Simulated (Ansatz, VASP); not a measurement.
# One calculation of Ta3N2, two programs

File POSCAR:

```
Ta3N2
1.0
    3.5971261021      0.0000000000      0.0000000000
   -1.7985630511      3.1152025850      0.0000000000
    0.0000000000      0.0000000000      5.5965439101
Ta N
3 2
Direct
    0.0000000000      0.0000000000      0.0000000000
    0.3333333333      0.6666666667      0.6450000000
    0.6666666667      0.3333333333      0.3550000000
    0.3333333333      0.6666666667      0.2450000000
    0.6666666667      0.3333333333      0.7550000000
```

INCAR.step1

```
PREC     = Accurate       # precision mode
ENCUT    = 770            # plane-wave cutoff, eV
ISMEAR   = 0              # smearing method
SIGMA    = 0.1            # smearing width, eV
LREAL    = False          # projectors in reciprocal space
LASPH    = True           # aspherical terms in the spheres
NELM     = 200            # most SCF steps
ISPIN    = 2              # spin polarisation
MAGMOM   = 1 1 1 0 0      # initial moments
LMAXMIX  = 4              # l up to which the mixer works
NBANDS   = 36             # bands
GGA      = PE             # functional
ALGO     = Normal         # electronic algorithm
EDIFF    = 1E-5           # SCF threshold, eV
LWAVE    = True           # write WAVECAR
LCHARG   = False          # write CHGCAR
GGA_COMPAT= False
```

Contents of INCAR.step2:

```
PREC     = Accurate       # precision mode
ENCUT    = 770            # plane-wave cutoff, eV
EDIFF    = 1E-6           # SCF threshold, eV
ISMEAR   = 0              # smearing method
SIGMA    = 0.1            # smearing width, eV
LREAL    = False          # projectors in reciprocal space
LASPH    = True           # aspherical terms in the spheres
NELM     = 200            # most SCF steps
ALGO     = Normal         # electronic algorithm
ISIF     = 2              # what is computed and relaxed
LWAVE    = False          # write WAVECAR
LCHARG   = False          # write CHGCAR
ISPIN    = 2              # spin polarisation
MAGMOM   = 1 1 1 0 0      # initial moments
LORBIT   = 11             # projections on sites
LMAXMIX  = 4              # l up to which the mixer works
METAGGA  = R2SCAN         # meta-GGA
LMIXTAU  = True         
NBANDS   = 36             # bands
ISTART   = 1            
GGA_COMPAT= False
```

Contents of KPOINTS:

```
Automatic mesh
0
Gamma
  6 6 4
```

Input for Ansatz:

```yaml
crystal:
  lattice:
    - [3.5971261021, 0.0, 0.0]
    - [-1.7985630511, 3.115202585, 0.0]
    - [0.0, 0.0, 5.5965439101]
  atoms:
    - { symbol: Ta, position: [0.0, 0.0, 0.0], spin: 1.0 }
    - { symbol: Ta, position: [0.3333333333, 0.6666666667, 0.645], spin: 1.0 }
    - { symbol: Ta, position: [0.6666666667, 0.3333333333, 0.355], spin: 1.0 }
    - { symbol: "N", position: [0.3333333333, 0.6666666667, 0.245] }
    - { symbol: "N", position: [0.6666666667, 0.3333333333, 0.755] }
basis:
  ecutwfc: 500
kpoints:
  mp_grid: { grid: [6, 6, 4] }
hamiltonian:
  xc: r2scan
scf:
  occupations: { method: gaussian, width: 0.1 }
  lower_state_search: "off"
output:
  forces: true
  stress: true
  eigenvalues: true
  populations: true
magnetization:
  spin_polarized: true
```

Alike in both runs: task single point; functional r2SCAN; k mesh 6 × 6 × 4; occupations gaussian, width 0.1 eV; collinear spin.

```csv
,VASP,Ansatz
version,VASP 6.6.1,Ansatz 0.2.0
potentials or method,"VASP PAW PBE potentials, release 64 (Ta_sv_GW, N), cutoff 770 eV","scalar-relativistic, plane waves, PAW"
valence electrons in the cell,49,49
```

|  | VASP | Ansatz | Ansatz less VASP |
| --- | --- | --- | --- |
| gap on the k mesh at the Fermi level (eV) | none | none | - |
| pressure (GPa) | 3.2 | 3.3 | +0.12 |
| traceless stress, the component that is largest in VASP (GPa) | 13.67 | 13.75 | +0.078 |
| rms of the force components (eV/Å) | 1.123 | 1.120 | -0.0031 |
| net moment per atom (μB) | 0.00 | 0.00 | 0.000 |

VASP's potentials were made for PBE, not for r2SCAN. Atom by atom the forces differ by 0.007 eV/Å (rms over components). A gap of «none» marks a metal or a gap that the smearing closes. Ansatz's warnings: seeded moment not kept, stability check not made.

Spin-orbit coupling is off throughout.
